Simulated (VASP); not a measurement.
# Cs (P6_3/mmc) in VASP: further runs, part 2 of 2

VASP 6.6.1.

### 4 Single point, LDA

This run uses another cell than the first one: it holds 4 atoms, not 2.

Contents of INCAR:

```
SYSTEM = Cs
PREC = Accurate ; ENCUT = 500
EDIFF = 1E-6 ; ISMEAR = -1
SIGMA = 0.05 ; LREAL = .FALSE.
LASPH = .TRUE. ; NELM = 120
ALGO = Normal ; ISIF = 2
LWAVE = .FALSE. ; LCHARG = .TRUE.
LELF = .TRUE. ; LVHAR = .TRUE.
NBANDS = 26 ; GGA_COMPAT = .FALSE.
```

Contents of KPOINTS:

```
Automatic mesh
0
G
  7 7 5
  0 0 0
```

Contents of POSCAR:

```
Cs
1.0
    4.2585681821      0.0000000000      0.0000000000
   -2.1292840910      3.6880282294      0.0000000000
    0.0000000000      0.0000000000      9.6016194802
Cs
4
Direct
    0.0000000000      0.0000000000      0.0000000000
    0.0000000000      0.0000000000      0.5000000000
    0.3333333333      0.6666666667      0.2500000000
    0.6666666667      0.3333333333      0.7500000000
```

Potentials or basis: VASP PAW LDA potentials, release 64 (Cs_sv).

Started as:

```sh
$ cat potpaw_LDA.64/Cs_sv/POTCAR > POTCAR
$ mpirun -np 1 vasp_std > vasp.out
```

OUTCAR:

```text
SYSTEM = Cs
   PREC = Accurate
   ENCUT = 500
   EDIFF = 1E-6
   ISMEAR = -1
   LREAL = .FALSE.
   LASPH = .TRUE.
   NELM = 120
   ISIF = 2

 ion  position               nearest neighbor table
   1  0.000  0.000  0.000-
   2  0.000  0.000  0.500-
   3  0.333  0.667  0.250-
   4  0.667  0.333  0.750-

  LATTYP: Found a hexagonal cell.
 ALAT       =     4.2585681821
 C/A-ratio  =     2.2546590942

  Lattice vectors:

 A1 = (   4.2585681821,   0.0000000000,   0.0000000000)
 A2 = (  -2.1292840910,   3.6880282294,   0.0000000000)
 A3 = (   0.0000000000,   0.0000000000,   9.6016194802)

Analysis of symmetry for initial positions (statically):
=====================================================================
 Subroutine PRICEL returns:
 Original cell was already a primitive cell.

 Routine SETGRP: Setting up the symmetry group for a
 hexagonal supercell.

 Subroutine GETGRP returns: Found 24 space group operations
 (whereof 12 operations were pure point group operations)
 out of a pool of 24 trial point group operations.

The static configuration has the point symmetry D_3d.
 The point group associated with its full space group is D_6h.

Analysis of symmetry for dynamics (positions and initial velocities):
=====================================================================
 Subroutine PRICEL returns:
 Original cell was already a primitive cell.

 Routine SETGRP: Setting up the symmetry group for a
 hexagonal supercell.

 Subroutine GETGRP returns: Found 24 space group operations
 (whereof 12 operations were pure point group operations)
 out of a pool of 24 trial point group operations.

The dynamic configuration has the point symmetry D_3d.
 The point group associated with its full space group is D_6h.

 Subroutine INISYM returns: Found 24 space group operations
 (whereof 12 operations are pure point group operations),
 and found     1 'primitive' translations

----------------------------------------------------------------------------------------

                                     Primitive cell

  volume of cell :     150.8003

  direct lattice vectors                    reciprocal lattice vectors
     4.258568182  0.000000000  0.000000000     0.234820709  0.135573800  0.000000000
    -2.129284091  3.688028229  0.000000000     0.000000000  0.271147599  0.000000000
     0.000000000  0.000000000  9.601619480     0.000000000  0.000000000  0.104149097

  length of vectors
     4.258568182  4.258568182  9.601619480     0.271147599  0.271147599  0.104149097

  position of ions in fractional coordinates (direct lattice)
     0.000000000  0.000000000  0.000000000
     0.000000000  0.000000000  0.500000000
     0.333333333  0.666666667  0.250000000
     0.666666667  0.333333333  0.750000000

  ion indices of the primitive-cell ions
   primitive index   ion index
                 1           1
                 2           2
                 3           3
                 4           4

----------------------------------------------------------------------------------------

 KPOINTS: Automatic mesh

Automatic generation of k-mesh.
 Grid dimensions read from file:
 generate k-points for:    7    7    5

 Generating k-lattice:

  Cartesian coordinates                     Fractional coordinates (reciprocal lattice)
     0.033545816  0.019367686  0.000000000     0.142857143  0.000000000  0.000000000
     0.000000000  0.038735371  0.000000000     0.000000000  0.142857143  0.000000000
     0.000000000  0.000000000  0.020829819     0.000000000  0.000000000  0.200000000

  Length of vectors
     0.038735371  0.038735371  0.020829819

  Shift w.r.t. Gamma in fractional coordinates (k-lattice)
     0.000000000  0.000000000  0.000000000

 Subroutine IBZKPT returns following result:
 ===========================================

 Found     24 irreducible k-points:

 Following reciprocal coordinates:
            Coordinates               Weight
  0.000000  0.000000  0.000000      1.000000
  0.142857  0.000000  0.000000      6.000000
  0.285714 -0.000000  0.000000      6.000000
  0.428571 -0.000000  0.000000      6.000000
  0.142857  0.142857  0.000000      6.000000
  0.285714  0.142857  0.000000     12.000000
[... 16 lines left out ...]
  0.428571  0.142857  0.400000     12.000000
  0.285714  0.285714  0.400000     12.000000
   k-points           NKPTS =     24   k-points in BZ     NKDIM =     24   number of bands    NBANDS=     26
   number of dos      NEDOS =    301   number of ions     NIONS =      4
   total plane-waves  NPLWV =  71680
   dimension x,y,z NGX =    32 NGY =   32 NGZ =   70
   dimension x,y,z NGXF=    64 NGYF=   64 NGZF=  140
   ions per type =               4
   NGX,Y,Z   is equivalent  to a cutoff of  12.49, 12.49, 12.12 a.u.
   NGXF,Y,Z  is equivalent  to a cutoff of  24.98, 24.98, 24.24 a.u.
 SYSTEM =  Cs
   PREC   = accura    normal or accurate (medium, high low for compatibility)
   ISTART =      0    job   : 0-new  1-cont  2-samecut
   ICHARG =      2    charge: 1-file 2-atom 10-const
   ISPIN  =      1    spin polarized calculation?
   LNONCOLLINEAR =      F non collinear calculations
   LSORBIT =      F    spin-orbit coupling
   LASPH  =      T    aspherical Exc in radial PAW
   ENCUT  =  500.0 eV  36.75 Ry    6.06 a.u.   7.76  7.76 17.51*2*pi/ulx,y,z
   NELM   =    120;   NELMIN=  2; NELMDL= -5     # of ELM steps
   EDIFF  = 0.1E-05   stopping-criterion for ELM
   LREAL  =      F    real-space projection
   EDIFFG = 0.1E-04   stopping-criterion for IOM
   NSW    =      0    number of steps for IOM
   IBRION =     -1    ionic relax: 0-MD 1-quasi-New 2-CG
   NFREE  =      0    steps in history (QN), initial steepest desc. (CG)
   ISIF   =      2    stress and relaxation
   ISYM   =      2    0-nonsym 1-usesym 2-fastsym
   POTIM  = 0.5000    time-step for ionic-motion
   TEBEG  =    0.0;   TEEND  =   0.0 temperature during run
   PSTRESS=    0.0 pullay stress
   NELECT =      36.0000    total number of electrons
   NUPDOWN=      -1.0000    fix difference up-down
   EMIN   =  10.00;   EMAX   =-10.00  energy-range for DOS
   EFERMI =   0.00;   METHOD = LEGACY
   ISMEAR =    -1;   SIGMA  =   0.05  broadening in eV -4-tet -1-fermi 0-gaus
   EFERMI_NEDOS =   21; number of points for ismear=-14 and -15
   IALGO  =     38    algorithm
   IMIX   =      4    mixing-type and parameters
     AMIX     =   0.40;   BMIX     =  1.00
     AMIX_MAG =   1.60;   BMIX_MAG =  1.00
  volume/ion in A,a.u.               =      37.70       254.41
  Fermi-wavevector in a.u.,A,eV,Ry     =   1.015566  1.919142 14.032704  1.031375
  Thomas-Fermi vector in A             =   2.148859
   LORBIT       =      0    0 simple, 1 ext, 2 COOP (PROOUT), +10 PAW based schemes
   GGA     = CA    functional components
   LHFCALC =     F    Hartree Fock is set to
   AEXX    =    0.0000 exact exchange contribution
   IVDW    =     0    specifies the selected vdW correction
   LEPSILON=     F    determine dielectric tensor
   LRPA    =     F    only Hartree local field effects (RPA)
 non-spin polarized calculation
  energy-cutoff  :      500.00
  volume of cell :      150.80
 maximum number of plane-waves:      3863
 NGX is ok and might be reduce to    32

 number of electron      36.0000002 magnetization

 Free energy of the ion-electron system (eV)
  ---------------------------------------------------
  ext. energy  EPLUGINS =         0.00000000
  ---------------------------------------------------
  free energy    TOTEN  =        -1.46343196 eV

  energy without entropy =       -1.43296382  energy(sigma->0) =       -1.44819789

 E-fermi :   4.9280     XC(G=0):  -9.2638

 val. band max:        4.9269505174   @ k =   0.1429   0.1429   0.4000
 cond. band min:       4.9518844728   @ k =   0.2857   0.1429   0.0000
 fundamental gap:      0.0249339554
 Fermi energy:         4.9279654445

 k-point     1 :       0.0000    0.0000    0.0000
  band No.  band energies     occupation
      1     -19.5466      2.00000
      2     -19.0028      2.00000
      3     -18.9398      2.00000
      4     -18.3015      2.00000
      5      -7.4655      2.00000
      6      -6.0287      2.00000
[... 18 lines left out ...]
     25       7.7070      0.00000
     26       7.7073      0.00000
[... 644 lines left out ...]
      4     -18.7447      2.00000
      5      -7.3369      2.00000
      6      -7.2789      2.00000
[... 18 lines left out ...]
     25       8.3107      0.00000
     26       8.5511      0.00000

------------------------ aborting loop because EDIFF is reached ----------------------------------------

  FORCE on cell =-STRESS in cart. coord.  units (eV):
  Direction    XX          YY          ZZ          XY          YZ          ZX
  --------------------------------------------------------------------------------------
  -------------------------------------------------------------------------------------
  Total        4.9867672      4.9867672      5.0576621      0.0000000     -0.0000000     -0.0000000
  in kB       52.9818774     52.9818774     53.7351005      0.0000000     -0.0000000     -0.0000000
  external PRESSURE =      53.2329518 kB  Pullay stress =       0.0000000 kB

 VOLUME and BASIS-vectors are now :
 -----------------------------------------------------------------------------
  energy-cutoff  :      500.00
  volume of cell :      150.80
      direct lattice vectors                 reciprocal lattice vectors
     4.258568182  0.000000000  0.000000000     0.234820709  0.135573800  0.000000000
    -2.129284091  3.688028229  0.000000000     0.000000000  0.271147599  0.000000000
     0.000000000  0.000000000  9.601619480     0.000000000  0.000000000  0.104149097

 POSITION                                       TOTAL-FORCE (eV/Angst)
 -----------------------------------------------------------------------------------
      0.00000      0.00000      0.00000         0.000000     -0.000000     -0.000000
      0.00000      0.00000      4.80081         0.000000     -0.000000     -0.000000
     -0.00000      2.45869      2.40040         0.000000      0.000000      0.000000
      2.12928      1.22934      7.20121        -0.000000      0.000000      0.000000
 -----------------------------------------------------------------------------------
    total drift:                                0.000000     -0.000000      0.000000

  FREE ENERGIE OF THE ION-ELECTRON SYSTEM (eV)
  ---------------------------------------------------
  free  energy   TOTEN  =        -1.4634319603 eV

  energy  without entropy=       -1.4329638245  energy(sigma->0) =       -1.44819789
```

stdout:

```text
POSCAR found type information on POSCAR Cs
 POSCAR found :  1 types and       4 ions
 scaLAPACK will be used
 LDA part: xc-table for (Slater(with rela. corr.)+CA(PZ))
 , standard interpolation
 POSCAR, INCAR and KPOINTS ok, starting setup
 FFT: planning ... GRIDC
 FFT: planning ... GRID_SOFT
 FFT: planning ... GRID
 WAVECAR not read
 entering main loop
```

It took 2 min on 1 thread of Intel Xeon 8259CL, shared host; peak memory 0.23 GiB.

What came out:

```yaml
Free_energy: -1.4634 eV
Pressure: 5.3 GPa
Band_gap_on_the_k_mesh: zero (bands 18 and 19 overlap by 0.93 eV)
```

Levels at points of the mesh, in eV from the Fermi level:
```tsv
k point	band 15	band 16	band 17	band 18	band 19	band 20	band 21	band 22
(0.00, 0.00, 0.00)	-9.64	-9.01	-1.53	-1.37	0.04	0.32	0.95	0.95
```

Caveat: the cell stands under pressure; spin-orbit coupling is left out, which moves the levels of the heavy elements.

### 5 Single point, LDA

This run uses another cell than the first one: it holds 4 atoms, not 2.

Contents of INCAR:

```
SYSTEM = Cs
ALGO = Normal ; EDIFF = 1E-6
ENCUT = 500 ; GGA = CA
GGA_COMPAT = .FALSE. ; ISIF = 2
ISMEAR = -1 ; LASPH = .TRUE.
LCHARG = .FALSE. ; LREAL = .FALSE.
LWAVE = .FALSE. ; NBANDS = 26
NELM = 120 ; PREC = Accurate
SIGMA = 0.05
```

Contents of KPOINTS:

```
k-points
0
G
  7 7 5
  0 0 0
```

POSCAR is that of step 4.

Started as:

```sh
$ cat potpaw_LDA.64/Cs_sv/POTCAR > POTCAR
$ mpirun -np 1 vasp_std > vasp.out
```

It took 1.9 min on 1 thread of Intel Xeon 8259CL, shared host; peak memory 0.23 GiB.

The run converged. Its results:

- Free energy: -1.4634 eV
- Pressure: 5.3 GPa
- Band gap on the k mesh: zero (bands 18 and 19 overlap by 0.93 eV)

Stress tensor (GPa, compression positive):
```
5.30 0.00 0.00
0.00 5.30 0.00
0.00 0.00 5.37
```

Levels at points of the mesh, in eV from the Fermi level:
```
           k point  band 15  band 16  band 17  band 18  band 19  band 20  band 21  band 22
(0.00, 0.00, 0.00)    -9.64    -9.01    -1.53    -1.37     0.04     0.32     0.95     0.95
```

Caveat: the cell stands under pressure; spin-orbit coupling is left out, which moves the levels of the heavy elements.
